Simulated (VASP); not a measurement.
# Al9H in VASP: a series of runs, part 2 of 2

VASP 6.6.1.

## (3) Single point, PBE

INCAR reads:

```
SYSTEM = Al9H
PREC = Accurate
ENCUT = 520
EDIFF = 1E-7
ISMEAR = 0
SIGMA = 0.1
LREAL = .FALSE.
LASPH = .TRUE.
NELM = 60
ALGO = Normal
ISIF = 2
LWAVE = .FALSE.
LCHARG = .FALSE.
LDIPOL = .TRUE.
IDIPOL = 3
DIPOL = 0.5 0.5 0.420
GGA = PE
NBANDS = 25
```

KPOINTS reads:

```
regular mesh
0
G
  9 9 1
  0 0 0
```

POSCAR reads:

```
Al9H
1.0
    2.8535431556      0.0000000000      0.0000000000
   -1.4267715778      2.4712408635      0.0000000000
    0.0000000000      0.0000000000     34.2605580981
Al H
9 1
Direct
    0.3333333333      0.6666666667      0.1167523304
    0.0000000000      0.0000000000      0.1852090274
    0.6666666667      0.3333333333      0.2536657244
    0.0000000000      0.0000000000      0.3221224214
    0.3333333333      0.6666666667      0.3899858430
    0.0000000000      0.0000000000      0.4578168584
    0.6666666667      0.3333333333      0.5268325047
    0.0000000000      0.0000000000      0.5950901730
    0.2439047835      0.6311504224      0.6631085155
    0.8333333333      1.0000000000      0.6943110725
```

Potentials or basis: VASP PAW PBE potentials, release 64 (Al, H).

Command:

```
cat potpaw_PBE.64/Al/POTCAR potpaw_PBE.64/H/POTCAR > POTCAR
mpirun -np 1 vasp_std > vasp.out
```

OUTCAR:

```text
SYSTEM = Al9H
   PREC = Accurate
   ENCUT = 520
   EDIFF = 1E-7
   ISMEAR = 0
   LREAL = .FALSE.
   LASPH = .TRUE.
   NELM = 60
   ISIF = 2
   GGA = PE

 ion  position               nearest neighbor table
   1  0.333  0.667  0.117-   2 2.87   2 2.87   2 2.87
   2  0.000  0.000  0.185-   1 2.87   3 2.87   1 2.87   3 2.87   3 2.87   1 2.87
   3  0.667  0.333  0.254-   2 2.87   4 2.87   2 2.87   4 2.87   2 2.87   4 2.87
   4  0.000  0.000  0.322-   5 2.85   5 2.85   5 2.85   3 2.87   3 2.87   3 2.87
   5  0.333  0.667  0.390-   6 2.85   6 2.85   6 2.85   4 2.85   4 2.85   4 2.85
   6  0.000  0.000  0.458-   5 2.85   5 2.85   5 2.85   7 2.88   7 2.88   7 2.88
   7  0.667  0.333  0.527-   8 2.86   8 2.86   8 2.86   6 2.88   6 2.88   6 2.88
   8  0.000  0.000  0.595-   9 2.78   9 2.81   7 2.86   7 2.86   7 2.86   9 2.99
   9  0.244  0.631  0.663-  10 1.82  10 1.91   8 2.78   8 2.81   8 2.99
  10  0.833  0.000  0.694-   9 1.82   9 1.91

  LATTYP: Found a hexagonal cell.
 ALAT       =     2.8535431556
 C/A-ratio  =    12.0063220459

  Lattice vectors:

 A1 = (   2.8535431556,   0.0000000000,   0.0000000000)
 A2 = (  -1.4267715778,   2.4712408635,   0.0000000000)
 A3 = (   0.0000000000,   0.0000000000,  34.2605580981)

Analysis of symmetry for initial positions (statically):
=====================================================================
 Subroutine PRICEL returns:
 Original cell was already a primitive cell.

 Routine SETGRP: Setting up the symmetry group for a
 hexagonal supercell.

 Subroutine GETGRP returns: Found  1 space group operations
 (whereof  1 operations were pure point group operations)
 out of a pool of 24 trial point group operations.

The static configuration has the point symmetry C_1 .

Analysis of symmetry for dynamics (positions and initial velocities):
=====================================================================
 Subroutine PRICEL returns:
 Original cell was already a primitive cell.

 Routine SETGRP: Setting up the symmetry group for a
 hexagonal supercell.

 Subroutine GETGRP returns: Found  1 space group operations
 (whereof  1 operations were pure point group operations)
 out of a pool of 24 trial point group operations.

The dynamic configuration has the point symmetry C_1 .

 Subroutine INISYM returns: Found  1 space group operations
 (whereof  1 operations are pure point group operations),
 and found     1 'primitive' translations

----------------------------------------------------------------------------------------

                                     Primitive cell

  volume of cell :     241.5983

  direct lattice vectors                    reciprocal lattice vectors
     2.853543156  0.000000000  0.000000000     0.350441520  0.202327506  0.000000000
    -1.426771578  2.471240863  0.000000000     0.000000000  0.404655011  0.000000000
     0.000000000  0.000000000 34.260558098     0.000000000  0.000000000  0.029188083

  length of vectors
     2.853543156  2.853543156 34.260558098     0.404655011  0.404655011  0.029188083

  position of ions in fractional coordinates (direct lattice)
     0.333333333  0.666666667  0.116752330
     0.000000000  0.000000000  0.185209027
     0.666666667  0.333333333  0.253665724
     0.000000000  0.000000000  0.322122421
[... 80 lines left out ...]
   NGXF,Y,Z  is equivalent  to a cutoff of  27.96, 27.96, 24.84 a.u.
 SYSTEM =  Al9H
   PREC   = accura    normal or accurate (medium, high low for compatibility)
   ISTART =      0    job   : 0-new  1-cont  2-samecut
   ICHARG =      2    charge: 1-file 2-atom 10-const
   ISPIN  =      1    spin polarized calculation?
   LNONCOLLINEAR =      F non collinear calculations
   LSORBIT =      F    spin-orbit coupling
   LASPH  =      T    aspherical Exc in radial PAW
   ENCUT  =  520.0 eV  38.22 Ry    6.18 a.u.   5.31  5.31 63.70*2*pi/ulx,y,z
   NELM   =     60;   NELMIN=  2; NELMDL= -5     # of ELM steps
   EDIFF  = 0.1E-06   stopping-criterion for ELM
   LREAL  =      F    real-space projection
   EDIFFG = 0.1E-05   stopping-criterion for IOM
   NSW    =      0    number of steps for IOM
   IBRION =     -1    ionic relax: 0-MD 1-quasi-New 2-CG
   NFREE  =      0    steps in history (QN), initial steepest desc. (CG)
   ISIF   =      2    stress and relaxation
   ISYM   =      2    0-nonsym 1-usesym 2-fastsym
   POTIM  = 0.5000    time-step for ionic-motion
   TEBEG  =    0.0;   TEEND  =   0.0 temperature during run
   PSTRESS=    0.0 pullay stress
   NELECT =      28.0000    total number of electrons
   NUPDOWN=      -1.0000    fix difference up-down
   EMIN   =  10.00;   EMAX   =-10.00  energy-range for DOS
   EFERMI =   0.00;   METHOD = LEGACY
   ISMEAR =     0;   SIGMA  =   0.10  broadening in eV -4-tet -1-fermi 0-gaus
   EFERMI_NEDOS =   21; number of points for ismear=-14 and -15
   IALGO  =     38    algorithm
   IMIX   =      4    mixing-type and parameters
     AMIX     =   0.40;   BMIX     =  1.00
     AMIX_MAG =   1.60;   BMIX_MAG =  1.00
  volume/ion in A,a.u.               =      24.16       163.04
  Fermi-wavevector in a.u.,A,eV,Ry     =   0.798171  1.508325  8.667968  0.637078
  Thomas-Fermi vector in A             =   1.905031
   LORBIT       =      0    0 simple, 1 ext, 2 COOP (PROOUT), +10 PAW based schemes
   GGA     = PE    functional components
   LHFCALC =     F    Hartree Fock is set to
   AEXX    =    0.0000 exact exchange contribution
   IVDW    =     0    specifies the selected vdW correction
   LEPSILON=     F    determine dielectric tensor
   LRPA    =     F    only Hartree local field effects (RPA)
 non-spin polarized calculation
 Gauss-broadening in eV      SIGMA  =   0.10
  energy-cutoff  :      520.00
  volume of cell :      241.60
 maximum number of plane-waves:      6547
 NGX is ok and might be reduce to    24
   NGX = 11   NGY = 11   NGZ =127

 dipolmoment           0.000000      0.000000     -0.000873 electrons x Angstroem

 number of electron      28.0000001 magnetization

 dipolmoment           0.000000      0.000000      0.002791 electrons x Angstroem

 Free energy of the ion-electron system (eV)
  ---------------------------------------------------
  ext. energy  EPLUGINS =         0.00000000
  ---------------------------------------------------
  free energy    TOTEN  =       -35.86228786 eV

  energy without entropy =      -35.83919129  energy(sigma->0) =      -35.85073957

 E-fermi :   3.5484     XC(G=0):  -6.8927

 val. band max:        3.5300047166   @ k =   0.0000   0.0000   0.0000
 cond. band min:       3.5502213921   @ k =   0.3333   0.2222   0.0000
 fundamental gap:      0.0202166755
 Fermi energy:         3.5483953326

 k-point     1 :       0.0000    0.0000    0.0000
  band No.  band energies     occupation
      1      -7.6467      2.00000
      2      -7.4917      2.00000
      3      -7.1622      2.00000
      4      -6.6917      2.00000
      5      -6.0742      2.00000
      6      -5.3064      2.00000
[... 661 lines left out ...]
     24       7.0789      0.00000
     25       7.4009      0.00000

 [... further k-points ...]

------------------------ aborting loop because EDIFF is reached ----------------------------------------

 vacuum level on the upper side and lower side of the slab       (xc-potential included)        -0.141        -0.244

  FORCE on cell =-STRESS in cart. coord.  units (eV):
  Direction    XX          YY          ZZ          XY          YZ          ZX
  --------------------------------------------------------------------------------------
  -------------------------------------------------------------------------------------
  Total       -0.2145001     -0.3477020     -0.3682139     -0.1312792      0.0160820      0.0870679
  in kB       -1.4224732     -2.3058117     -2.4418375     -0.8705876      0.1066490      0.5773974
  external PRESSURE =      -2.0567075 kB  Pullay stress =       0.0000000 kB

 VOLUME and BASIS-vectors are now :
 -----------------------------------------------------------------------------
  energy-cutoff  :      520.00
  volume of cell :      241.60
      direct lattice vectors                 reciprocal lattice vectors
     2.853543156  0.000000000  0.000000000     0.350441520  0.202327506  0.000000000
    -1.426771578  2.471240863  0.000000000     0.000000000  0.404655011  0.000000000
     0.000000000  0.000000000 34.260558098     0.000000000  0.000000000  0.029188083

 POSITION                                       TOTAL-FORCE (eV/Angst)
 -----------------------------------------------------------------------------------
     -0.00000      1.64749      4.00000        -0.003047     -0.001273     -0.010331
      0.00000      0.00000      6.34536         0.000023      0.002060      0.054486
      1.42677      0.82375      8.69073        -0.000829      0.000791     -0.027909
      0.00000      0.00000     11.03609        -0.010139     -0.000304     -0.050852
     -0.00000      1.64749     13.36113        -0.000173     -0.000250      0.091902
      0.00000      0.00000     15.68506         0.040270      0.002437     -0.006013
      1.42677      0.82375     18.04958        -0.045868      0.012949     -0.024829
      0.00000      0.00000     20.38812         0.015824     -0.037096     -0.026560
     -0.20451      1.55972     22.71847         0.000536     -0.000024      0.000892
      2.37795      0.00000     23.78748         0.003403      0.020711     -0.000784
 -----------------------------------------------------------------------------------
    total drift:                               -0.000077      0.000018     -0.000343

  FREE ENERGIE OF THE ION-ELECTRON SYSTEM (eV)
  ---------------------------------------------------
  free  energy   TOTEN  =       -35.8622878606 eV

  energy  without entropy=      -35.8391912887  energy(sigma->0) =      -35.85073957

 vacuum level on the upper side and lower side of the slab         7.364         7.259
```

It took 13 min on 1 thread of AMD EPYC 7R43 (Zen 3), shared host; peak memory 0.43 GiB.

Results:

- Free energy: -35.8623 eV
- Largest force: 0.092 eV/Å
- Band gap on the k mesh: zero (bands 14 and 15 overlap by 3.74 eV)

Forces in eV/Å, atoms in the order of the input:
```
Al  -0.003 -0.001 -0.010
Al   0.000  0.002  0.054
Al  -0.001  0.001 -0.028
Al  -0.010  0.000 -0.051
Al   0.000  0.000  0.092
Al   0.040  0.002 -0.006
Al  -0.046  0.013 -0.025
Al   0.016 -0.037 -0.027
Al   0.001  0.000  0.001
H    0.003  0.021 -0.001
```

Levels at points of the mesh, in eV from the Fermi level:
| k point | band 11 | band 12 | band 13 | band 14 | band 15 | band 16 | band 17 | band 18 |
| --- | --- | --- | --- | --- | --- | --- | --- | --- |
| (0.00, 0.00, 0.00) | -3.05 | -1.57 | -0.02 | 1.51 | 2.82 | 3.66 | 3.95 | 5.10 |
